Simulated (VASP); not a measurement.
Ir:

```xyz
1
Lattice="2.4900 0.0000 0.0000 0.0000 2.4900 0.0000 0.0000 0.0000 2.4900" Properties=species:S:1:pos:R:3 pbc="T T T"
Ir    0.0000    0.0000    0.0000
```

| Property | Result |
| --- | --- |
| Program | VASP 6.6.1 |
| Task | relaxation of cell and atoms |
| Functional | LDA |
| Potentials or basis | VASP PAW LDA potentials, release 64 (Ir) |
| Cutoff | 600 eV |
| k mesh | 9 × 9 × 9 |
| Occupations | methfessel-paxton, width 0.1 eV |
| Spin | no spin polarisation |

At the start: pressure 16.7 GPa; volume 15.44 Å³/atom.

Q: Where does the relaxation end?

A: Over 4 steps the energy falls by 40.4 meV/atom and the volume is 16.26 Å³/atom (+5.3 %); space group Pm-3m (No. 221, to 0.05 Å).

Step by step:
| step | energy change (eV) | largest force (eV/Å) | pressure (GPa) | volume (Å³) |
| --- | --- | --- | --- | --- |
| 1 | 0.0000 | 0.0000 | 16.72 | 15.44 |
| 2 | 0.3282 | 0.0000 | -32.26 | 19.32 |
| 3 | -0.0401 | 0.0000 | -1.13 | 16.32 |
| 4 | -0.0404 | 0.0000 | -0.10 | 16.26 |

Final structure:
```cif
data_structure
_symmetry_space_group_name_H-M 'P 1'
_symmetry_Int_Tables_number 1
_cell_length_a 2.5333
_cell_length_b 2.5333
_cell_length_c 2.5333
_cell_angle_alpha 90.000
_cell_angle_beta 90.000
_cell_angle_gamma 90.000
_cell_volume 16.26
loop_
_atom_site_label
_atom_site_type_symbol
_atom_site_fract_x
_atom_site_fract_y
_atom_site_fract_z
_atom_site_occupancy
Ir1 Ir 0.00000 0.00000 0.00000 1
```
